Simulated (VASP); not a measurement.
# Bi (Im-3m) in VASP: notebook, part 2 of 2

VASP 6.6.1. Earlier steps stand in the parts before.

**5. Single point, BLYP**

This run uses another cell than the first one, of 34.26 Å³/atom, 1.101 times its volume.

INCAR

```
SYSTEM = Bi
PREC = Accurate
ENCUT = 520
EDIFF = 1E-6
ISMEAR = -1
SIGMA = 0.05
LREAL = .FALSE.
LASPH = .TRUE.
NELM = 80
ALGO = Normal
ISIF = 2
LWAVE = .FALSE.
LCHARG = .TRUE.
GGA = B5
ALDAX = 1.0
AGGAX = 1.0
AGGAC = 1.0
ALDAC = 0.0
LELF = .TRUE.
LVHAR = .TRUE.
NBANDS = 14
```

KPOINTS

```
Automatic mesh
0
G
  9 9 9
  0 0 0
```

POSCAR

```
Bi
1.0
   -2.0459297291      2.0459297291      2.0459297291
    2.0459297291     -2.0459297291      2.0459297291
    2.0459297291      2.0459297291     -2.0459297291
Bi
1
Direct
    0.0000000000      0.0000000000      0.0000000000
```

Potentials or basis: VASP PAW PBE potentials, release 64 (Bi_d).

On the command line:

```sh
> cat potpaw_PBE.64/Bi_d/POTCAR > POTCAR
> mpirun -np 1 vasp_std > vasp.out
```

OUTCAR:

```text
SYSTEM = Bi
   PREC = Accurate
   ENCUT = 520
   EDIFF = 1E-6
   ISMEAR = -1
   LREAL = .FALSE.
   LASPH = .TRUE.
   NELM = 80
   ISIF = 2
   GGA = B5

 ion  position               nearest neighbor table
   1  0.000  0.000  0.000-

  LATTYP: Found a body centered cubic cell.
 ALAT       =     4.0918594582

  Lattice vectors:

 A1 = (  -2.0459297291,   2.0459297291,   2.0459297291)
 A2 = (   2.0459297291,  -2.0459297291,   2.0459297291)
 A3 = (   2.0459297291,   2.0459297291,  -2.0459297291)

Analysis of symmetry for initial positions (statically):
=====================================================================
 Subroutine PRICEL returns:
 Original cell was already a primitive cell.

 Routine SETGRP: Setting up the symmetry group for a
 body centered cubic supercell.

 Subroutine GETGRP returns: Found 48 space group operations
[... 9 lines left out ...]

 Routine SETGRP: Setting up the symmetry group for a
 body centered cubic supercell.

 Subroutine GETGRP returns: Found 48 space group operations
[... 11 lines left out ...]
                                     Primitive cell

  volume of cell :      34.2556

[... 136 lines left out ...]
 cond. band min:       7.5536593477   @ k =  -0.3333   0.3333   0.2222
 fundamental gap:      0.4399006115
 Fermi energy:         7.1534673034

 k-point     1 :       0.0000    0.0000    0.0000
  band No.  band energies     occupation
      1     -15.6519      2.00000
      2     -15.6519      2.00000
      3     -15.6519      2.00000
      4     -15.5553      2.00000
      5     -15.5553      2.00000
      6      -5.6869      2.00000
      7      11.5330      0.00000
      8      11.5330      0.00000
      9      11.5330      0.00000
     10      15.6400      0.00000
     11      17.9579      0.00000
     12      17.9579      0.00000
     13      17.9579      0.00000
     14      18.4167      0.00000
[... 377 lines left out ...]
      1     -15.6421      2.00000
      2     -15.6146      2.00000
      3     -15.5849      2.00000
      4     -15.5587      2.00000
      5     -15.5042      2.00000
      6      -2.8594      2.00000
      7       3.4210      2.00000
      8       6.5163      1.99999
      9       9.5041      0.00000
     10      14.5564      0.00000
     11      15.9760      0.00000
     12      17.0913      0.00000
     13      18.3273      0.00000
     14      24.2926      0.00000

 [... further k-points ...]
[... 5 lines left out ...]
  --------------------------------------------------------------------------------------
  -------------------------------------------------------------------------------------
  Total        0.0132372      0.0132372      0.0132372     -0.0000000     -0.0000000      0.0000000
  in kB        0.6191179      0.6191179      0.6191179     -0.0000000     -0.0000000      0.0000000
  external PRESSURE =       0.6191179 kB  Pullay stress =       0.0000000 kB

 VOLUME and BASIS-vectors are now :
 -----------------------------------------------------------------------------
  energy-cutoff  :      520.00
  volume of cell :       34.26
      direct lattice vectors                 reciprocal lattice vectors
    -2.045929729  2.045929729  2.045929729     0.000000000  0.244387670  0.244387670
     2.045929729 -2.045929729  2.045929729     0.244387670  0.000000000  0.244387670
     2.045929729  2.045929729 -2.045929729     0.244387670  0.244387670  0.000000000

 POSITION                                       TOTAL-FORCE (eV/Angst)
 -----------------------------------------------------------------------------------
      0.00000      0.00000      0.00000         0.000000      0.000000     -0.000000
 -----------------------------------------------------------------------------------
    total drift:                               -0.000000     -0.000000     -0.000000

  FREE ENERGIE OF THE ION-ELECTRON SYSTEM (eV)
  ---------------------------------------------------
  free  energy   TOTEN  =        -2.9865762800 eV

  energy  without entropy=       -2.9810017565  energy(sigma->0) =       -2.98378902
```

stdout:

```text
POSCAR found type information on POSCAR Bi
 POSCAR found :  1 types and       1 ions
 scaLAPACK will be used
 -----------------------------------------------------------------------------
|                                                                             |
|                                                                             |
|     You enforced a specific xc type in the INCAR file but a different       |
|     I HOPE YOU KNOW WHAT YOU ARE DOING!                                     |
|                                                                             |
 -----------------------------------------------------------------------------

 LDA part: xc-table for (Slater(with rela. corr.)+VWN5), standard interpolation
 POSCAR, INCAR and KPOINTS ok, starting setup
 FFT: planning ... GRIDC
 FFT: planning ... GRID_SOFT
 FFT: planning ... GRID
 WAVECAR not read
 entering main loop
```

Wall time 9 s (1 thread of Intel Xeon 6975P-C (Granite Rapids), shared host); peak memory 0.15 GiB.

Results:

| Property | Result |
| --- | --- |
| Free energy | -2.9866 eV |
| Pressure | 0.1 GPa |

Caveat: the PAW data sets were made with another functional, which shifts forces and pressure a little; spin-orbit coupling is left out, which moves the levels of the heavy elements.

**6. Summary**

| level | cell | smearing | gap on the mesh (eV) | pressure (GPa) |
| --- | --- | --- | --- | --- |
| PBE | a = 3.432 Å, angles 109.5°, 1 atom | gaussian 0.012 eV | none | 0.8 |
| PBE | a = 3.432 Å, angles 109.5°, 1 atom | gaussian 0.026 eV | none | 0.8 |
| PBE | a = 3.432 Å, angles 109.5°, 1 atom | gaussian 0.016 eV | none | 0.8 |
| BLYP | a = 3.544 Å, angles 109.5°, 1 atom | fermi-dirac 0.05 eV | none | 0.1 |

Alike in all rows: task single point; potentials or basis VASP PAW PBE potentials, release 64 (Bi_d); no spin polarisation; k mesh 9 × 9 × 9; cutoff (eV) 520.

Every run on the cell as given and a fine mesh finds a metal.

Caveats: spin-orbit coupling is left out, which moves the levels of the heavy elements; the PAW data sets were made with another functional, which shifts forces and pressure a little (some runs).

Total energies depend on the potentials used, so only differences within one code and one set of settings carry meaning.
